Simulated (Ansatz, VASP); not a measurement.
# One calculation of InP, two programs

```
In P
1.0
     0.00000    3.04891    3.04891
     3.04891    0.00000    3.04891
     3.04891    3.04891    0.00000
In P
1 1
Direct
  0.00000 0.00000 0.00000
  0.25000 0.25000 0.25000
```

Alike in both runs: task single point; functional r2SCAN; k mesh 8 × 8 × 8; occupations gaussian, width 0.02 eV; no spin polarisation.

|  | VASP | Ansatz |
| --- | --- | --- |
| version | VASP 6.6.1 | Ansatz 0.2.0 |
| potentials or method | VASP PAW PBE potentials, release 64 (In_d, P), cutoff 520 eV | scalar-relativistic, plane waves, PAW |
| valence electrons in the cell | 18 | 18 |

Ansatz gave:

| Property | Result |
| --- | --- |
| gap on the k mesh at the Fermi level (eV) | 0.47 |
| least direct gap on the mesh (eV) | 0.47 |
| pressure (GPa) | -5.2 |

Question: What did VASP give for the same quantities?

Answer: gap on the k mesh at the Fermi level (eV): 0.47; least direct gap on the mesh (eV): 0.47; pressure (GPa): -5.3.

VASP's potentials were made for PBE, not for r2SCAN. With one functional, cell and mesh, what is left measures potentials, basis and numerics.
